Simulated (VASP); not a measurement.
# KC (Cmmm) in VASP: single point with PBE

Aim: the single point of KC with PBE.

Program: VASP 6.6.1. These are calculated values, not measurements. Logs are shortened: lines on timing, memory, paths and dates and some standing lists are left out, and cuts for length are marked.

## (1) The cell of the first run

It takes space group Cmmm (No. 65, orthorhombic). Conventional cell: a = 4.665 Å, b = 5.856 Å, c = 5.613 Å, α = 90.00°, β = 90.00°, γ = 90.00°. Within 3.8 Å of K (site symmetry mmm) lie 2 C at 2.81 Å and 4 K at 3.74 Å. C (site symmetry mmm) has 2 K at 2.81 Å and 4 C at 3.74 Å within 3.8 Å.

The cell was generated, and may not be a known phase.

## (2) Single point, PBE

Contents of INCAR:

```
PREC = Accurate ; ENCUT = 520
EDIFF = 1E-6 ; ISMEAR = 0
SIGMA = 0.1 ; LREAL = F
LASPH = T ; NELM = 60
ALGO = Normal ; ISIF = 2
LWAVE = F ; LCHARG = F
GGA = PE ; NBANDS = 14
```

Contents of KPOINTS:

```
regular mesh
0
Gamma
  6 6 4
```

Contents of POSCAR:

```
KC
1.0
    2.3324708900     -2.9280367300      0.0000000000
    2.3324708900      2.9280367300      0.0000000000
    0.0000000000      0.0000000000      5.6126797200
K C
1 1
Direct
    0.5000000000      0.5000000000      0.5000000000
    0.5000000000      0.5000000000      0.0000000000
```

Potentials or basis: VASP PAW PBE potentials, release 64 (K_sv, C).

On the command line:

```console
$ cat potpaw_PBE.64/K_sv/POTCAR potpaw_PBE.64/C/POTCAR > POTCAR
$ mpirun -np 1 vasp_std > vasp.out
```

OUTCAR:

```text
PREC = Accurate
   ENCUT = 520
   EDIFF = 1E-6
   ISMEAR = 0
   LREAL = F
   LASPH = T
   NELM = 60
   ISIF = 2
   GGA = PE

 ion  position               nearest neighbor table
   1  0.500  0.500  0.500-   2 2.81   2 2.81
   2  0.500  0.500  0.000-   1 2.81   1 2.81

  LATTYP: Found a base centered orthorhombic cell.
 ALAT       =     4.6649417800
 B/A-ratio  =     1.2553368801
 C/A-ratio  =     1.2031617938

  Lattice vectors:

 A1 = (   2.3324708900,  -2.9280367300,   0.0000000000)
 A2 = (   2.3324708900,   2.9280367300,   0.0000000000)
 A3 = (   0.0000000000,   0.0000000000,   5.6126797200)

Analysis of symmetry for initial positions (statically):
=====================================================================
 Subroutine PRICEL returns:
 Original cell was already a primitive cell.

 Routine SETGRP: Setting up the symmetry group for a
 base centered orthorhombic supercell.

 Subroutine GETGRP returns: Found  8 space group operations
 (whereof  8 operations were pure point group operations)
 out of a pool of  8 trial point group operations.

The static configuration has the point symmetry D_2h.

Analysis of symmetry for dynamics (positions and initial velocities):
=====================================================================
 Subroutine PRICEL returns:
 Original cell was already a primitive cell.

 Routine SETGRP: Setting up the symmetry group for a
 base centered orthorhombic supercell.

 Subroutine GETGRP returns: Found  8 space group operations
 (whereof  8 operations were pure point group operations)
 out of a pool of  8 trial point group operations.

The dynamic configuration has the point symmetry D_2h.

 Subroutine INISYM returns: Found  8 space group operations
 (whereof  8 operations are pure point group operations),
 and found     1 'primitive' translations

----------------------------------------------------------------------------------------

                                     Primitive cell

  volume of cell :      76.6643

  direct lattice vectors                    reciprocal lattice vectors
     2.332470890 -2.928036730  0.000000000     0.214364948 -0.170762885  0.000000000
     2.332470890  2.928036730  0.000000000     0.214364948  0.170762885  0.000000000
     0.000000000  0.000000000  5.612679720     0.000000000  0.000000000  0.178168014

  length of vectors
     3.743503646  3.743503646  5.612679720     0.274066221  0.274066221  0.178168014

  position of ions in fractional coordinates (direct lattice)
     0.500000000  0.500000000  0.500000000
     0.500000000  0.500000000  0.000000000

  ion indices of the primitive-cell ions
   primitive index   ion index
                 1           1
                 2           2

----------------------------------------------------------------------------------------

 KPOINTS: regular mesh

Automatic generation of k-mesh.
 Grid dimensions read from file:
 generate k-points for:    6    6    4

 Generating k-lattice:

  Cartesian coordinates                     Fractional coordinates (reciprocal lattice)
     0.035727491 -0.028460481  0.000000000     0.166666667 -0.000000000  0.000000000
     0.035727491  0.028460481  0.000000000    -0.000000000  0.166666667  0.000000000
     0.000000000  0.000000000  0.044542004     0.000000000  0.000000000  0.250000000

  Length of vectors
     0.045677704  0.045677704  0.044542004

  Shift w.r.t. Gamma in fractional coordinates (k-lattice)
     0.000000000  0.000000000  0.000000000

 Subroutine IBZKPT returns following result:
 ===========================================

 Found     39 irreducible k-points:

 Following reciprocal coordinates:
            Coordinates               Weight
  0.000000  0.000000  0.000000      1.000000
  0.166667  0.000000  0.000000      4.000000
  0.333333  0.000000  0.000000      4.000000
  0.500000  0.000000  0.000000      2.000000
  0.166667  0.166667  0.000000      2.000000
  0.333333  0.166667  0.000000      4.000000
[... 16 lines left out ...]
  0.333333  0.333333  0.250000      4.000000
  0.500000  0.333333  0.250000      8.000000
 [... further k-points ...]
   k-points           NKPTS =     39   k-points in BZ     NKDIM =     39   number of bands    NBANDS=     14
   number of dos      NEDOS =    301   number of ions     NIONS =      2
   total plane-waves  NPLWV =  32928
   dimension x,y,z NGX =    28 NGY =   28 NGZ =   42
   dimension x,y,z NGXF=    56 NGYF=   56 NGZF=   84
   ions per type =               1   1
   NGX,Y,Z   is equivalent  to a cutoff of  12.43, 12.43, 12.44 a.u.
   NGXF,Y,Z  is equivalent  to a cutoff of  24.87, 24.87, 24.88 a.u.
 SYSTEM =  unknown system
   PREC   = accura    normal or accurate (medium, high low for compatibility)
   ISTART =      0    job   : 0-new  1-cont  2-samecut
   ICHARG =      2    charge: 1-file 2-atom 10-const
   ISPIN  =      1    spin polarized calculation?
   LNONCOLLINEAR =      F non collinear calculations
   LSORBIT =      F    spin-orbit coupling
   LASPH  =      T    aspherical Exc in radial PAW
   ENCUT  =  520.0 eV  38.22 Ry    6.18 a.u.   6.96  6.96 10.44*2*pi/ulx,y,z
   NELM   =     60;   NELMIN=  2; NELMDL= -5     # of ELM steps
   EDIFF  = 0.1E-05   stopping-criterion for ELM
   LREAL  =      F    real-space projection
   EDIFFG = 0.1E-04   stopping-criterion for IOM
   NSW    =      0    number of steps for IOM
   IBRION =     -1    ionic relax: 0-MD 1-quasi-New 2-CG
   NFREE  =      0    steps in history (QN), initial steepest desc. (CG)
   ISIF   =      2    stress and relaxation
   ISYM   =      2    0-nonsym 1-usesym 2-fastsym
   POTIM  = 0.5000    time-step for ionic-motion
   TEBEG  =    0.0;   TEEND  =   0.0 temperature during run
   PSTRESS=    0.0 pullay stress
   NELECT =      13.0000    total number of electrons
   NUPDOWN=      -1.0000    fix difference up-down
   EMIN   =  10.00;   EMAX   =-10.00  energy-range for DOS
   EFERMI =   0.00;   METHOD = LEGACY
   ISMEAR =     0;   SIGMA  =   0.10  broadening in eV -4-tet -1-fermi 0-gaus
   EFERMI_NEDOS =   21; number of points for ismear=-14 and -15
   IALGO  =     38    algorithm
   IMIX   =      4    mixing-type and parameters
     AMIX     =   0.40;   BMIX     =  1.00
     AMIX_MAG =   1.60;   BMIX_MAG =  1.00
  volume/ion in A,a.u.               =      38.33       258.68
  Fermi-wavevector in a.u.,A,eV,Ry     =   0.906132  1.712342 11.171414  0.821076
  Thomas-Fermi vector in A             =   2.029783
   LORBIT       =      0    0 simple, 1 ext, 2 COOP (PROOUT), +10 PAW based schemes
   GGA     = PE    functional components
   LHFCALC =     F    Hartree Fock is set to
   AEXX    =    0.0000 exact exchange contribution
   IVDW    =     0    specifies the selected vdW correction
   LEPSILON=     F    determine dielectric tensor
   LRPA    =     F    only Hartree local field effects (RPA)
 non-spin polarized calculation
 Gauss-broadening in eV      SIGMA  =   0.10
  energy-cutoff  :      520.00
  volume of cell :       76.66
 maximum number of plane-waves:      2084
   NGX = 13   NGY = 13   NGZ = 21

 number of electron      13.0000000 magnetization

 Free energy of the ion-electron system (eV)
  ---------------------------------------------------
  ext. energy  EPLUGINS =         0.00000000
  ---------------------------------------------------
  free energy    TOTEN  =        -3.80623684 eV

  energy without entropy =       -3.79160498  energy(sigma->0) =       -3.79892091

 E-fermi :  -0.7473     XC(G=0):  -6.4609

 val. band max:       -0.7516396630   @ k =   0.5000   0.5000   0.5000
 cond. band min:      -0.7213888394   @ k =  -0.1667   0.1667   0.0000
 fundamental gap:      0.0302508235
 Fermi energy:        -0.7472758141

 k-point     1 :       0.0000    0.0000    0.0000
  band No.  band energies     occupation
      1     -31.9591      2.00000
      2     -15.4362      2.00000
      3     -15.3973      2.00000
      4     -15.2830      2.00000
      5      -9.1786      2.00000
      6      -0.8680      1.91223
      7      -0.2565      0.00000
      8       0.2074      0.00000
      9       0.4597      0.00000
     10       3.7578      0.00000
     11       5.9394      0.00000
     12       5.9889      0.00000
     13       6.4820      0.00000
     14       6.7341      0.00000

 k-point     2 :       0.1667    0.0000    0.0000
  band No.  band energies     occupation
      1     -31.9528      2.00000
      2     -15.4973      2.00000
      3     -15.4109      2.00000
      4     -15.2734      2.00000
      5      -9.0992      2.00000
      6      -0.7769      1.32440
      7      -0.5124      0.00089
      8       0.3673      0.00000
      9       0.5397      0.00000
     10       3.8227      0.00000
     11       4.8470      0.00000
     12       6.2496      0.00000
     13       6.4073      0.00000
     14       6.6797      0.00000

 k-point     3 :       0.3333    0.0000    0.0000
  band No.  band energies     occupation
      1     -31.9402      2.00000
      2     -15.6461      2.00000
      3     -15.4072      2.00000
      4     -15.2540      2.00000
      5      -8.9305      2.00000
      6      -1.1905      2.00000
      7      -0.5647      0.00982
      8       0.3814      0.00000
      9       1.4866      0.00000
     10       3.6236      0.00000
     11       3.7239      0.00000
     12       6.2751      0.00000
     13       6.7060      0.00000
     14       6.8461      0.00000
[... 324 lines left out ...]
 k-point    23 :       0.3333    0.3333    0.2500
  band No.  band energies     occupation
      1     -31.9222      2.00000
      2     -15.6409      2.00000
      3     -15.6016      2.00000
      4     -15.2448      2.00000
      5      -8.6099      2.00000
      6      -0.9493      1.99573
      7      -0.8988      1.96791
      8      -0.7013      0.51587
      9       2.3307      0.00000
     10       3.9387      0.00000
     11       4.6052      0.00000
     12       5.0016      0.00000
     13       5.7759      0.00000
     14       7.9281      0.00000

 k-point    24 :       0.5000    0.3333    0.2500
  band No.  band energies     occupation
      1     -31.9170      2.00000
      2     -15.6985      2.00000
      3     -15.5885      2.00000
      4     -15.2375      2.00000
      5      -8.5623      2.00000
      6      -1.2164      2.00000
      7      -0.6556      0.19457
      8      -0.6415      0.13469
      9       2.1533      0.00000
     10       3.8596      0.00000
     11       4.5270      0.00000
     12       5.2713      0.00000
     13       6.4736      0.00000
     14       7.1913      0.00000

 [... further k-points ...]

------------------------ aborting loop because EDIFF is reached ----------------------------------------

  FORCE on cell =-STRESS in cart. coord.  units (eV):
  Direction    XX          YY          ZZ          XY          YZ          ZX
  --------------------------------------------------------------------------------------
  -------------------------------------------------------------------------------------
  Total       -0.5958446     -0.6553770     -1.7582064      0.0000000      0.0000000      0.0000000
  in kB      -12.4523295    -13.6964731    -36.7440850      0.0000000      0.0000000      0.0000000
  external PRESSURE =     -20.9642959 kB  Pullay stress =       0.0000000 kB

 VOLUME and BASIS-vectors are now :
 -----------------------------------------------------------------------------
  energy-cutoff  :      520.00
  volume of cell :       76.66
      direct lattice vectors                 reciprocal lattice vectors
     2.332470890 -2.928036730  0.000000000     0.214364948 -0.170762885  0.000000000
     2.332470890  2.928036730  0.000000000     0.214364948  0.170762885  0.000000000
     0.000000000  0.000000000  5.612679720     0.000000000  0.000000000  0.178168014

 POSITION                                       TOTAL-FORCE (eV/Angst)
 -----------------------------------------------------------------------------------
      2.33247      0.00000      2.80634        -0.000000     -0.000000      0.000000
      2.33247      0.00000      0.00000         0.000000      0.000000      0.000000
 -----------------------------------------------------------------------------------
    total drift:                                0.000000      0.000000      0.000000

  FREE ENERGIE OF THE ION-ELECTRON SYSTEM (eV)
  ---------------------------------------------------
  free  energy   TOTEN  =        -3.8062368397 eV

  energy  without entropy=       -3.7916049797  energy(sigma->0) =       -3.79892091
```

It took 42 s on 1 thread of Intel Xeon 8259CL, shared host; peak memory 0.19 GiB.

What came out:

```yaml
Free_energy: -3.8062 eV
Pressure: -2.1 GPa
Band_gap_on_the_k_mesh: zero (an odd number of electrons rules out a gap without spin polarisation)
```

Stress tensor (GPa, compression positive):
```
-1.25  0.00  0.00
 0.00 -1.37  0.00
 0.00  0.00 -3.67
```

Levels at points of the mesh, in eV from the Fermi level:
```tsv
k point	band 3	band 4	band 5	band 6	band 7	band 8	band 9	band 10
(0.00, 0.00, 0.00)	-14.65	-14.54	-8.43	-0.12	0.49	0.95	1.21	4.51
(0.50, 0.00, 0.00)	-14.66	-14.50	-8.09	-0.77	0.31	1.14	3.05	3.96
(0.50, 0.50, 0.00)	-14.87	-14.47	-7.86	-0.47	0.11	0.55	2.57	4.56
(0.00, 0.00, 0.50)	-14.65	-14.58	-8.18	-1.29	0.87	1.13	1.40	4.52
(0.50, 0.00, 0.50)	-14.66	-14.53	-7.87	-0.86	-0.50	1.06	3.23	3.35
(0.50, 0.50, 0.50)	-14.87	-14.50	-7.65	-0.59	-0.18	0.00	2.79	4.90
```

The gap in the log of VASP goes by the Fermi energy; the results here count the filled bands.